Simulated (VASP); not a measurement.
HfO2, 3 atoms in the cell. It takes space group Fm-3m (No. 225, cubic). The conventional cell has a = 5.058 Å, b = 5.058 Å, c = 5.058 Å, α = 90.00°, β = 90.00°, γ = 90.00°. Within 2.9 Å of Hf (site symmetry m-3m) lie 8 O at 2.19 Å. Within 2.9 Å of O (site symmetry -43m) lie 4 Hf at 2.19 Å and 6 O at 2.53 Å. 

* Program: VASP 6.6.1
* Task: G0W0 quasiparticle levels
* Functional: PBE
* Potentials or basis: VASP PAW PBE potentials, release 64 (Hf_sv_GW, O_GW)
* Cutoff: 500 eV
* k mesh: 6 × 6 × 6
* Occupations: gaussian, width 0.01 eV
* Spin: no spin polarisation
* Dipole correction: no
* GW scheme: G0W0
* GW iterations: 1
* Cutoff of the response function: 150
* Frequency points: 96
* Empty bands: 134
* Further INCAR settings: ALGO = EVGW0; EDIFF = 1e-08; NBANDS = 146

Potentials or basis: VASP PAW PBE potentials, release 64 (Hf_sv_GW, O_GW).

Run with:

```bash
$ cat potpaw_PBE.64/Hf_sv_GW/POTCAR potpaw_PBE.64/O_GW/POTCAR > POTCAR
$ cp INCAR.step1 INCAR
$ mpirun -np 1 vasp_std > vasp.out
$ cp INCAR.step2 INCAR
$ mpirun -np 1 vasp_std > vasp.out
$ cp INCAR.step3 INCAR
$ mpirun -np 1 vasp_std > vasp.out
```

Hardware: 1 thread of AMD EPYC 9R45 96-Core Processor (Zen 5), on a shared host.

Estimate the wall time of this run.

Run time: 15 min on 1 thread of AMD EPYC 9R45 96-Core Processor (Zen 5) (shared host), peak memory 0.79 GiB. Counts: k points 16.
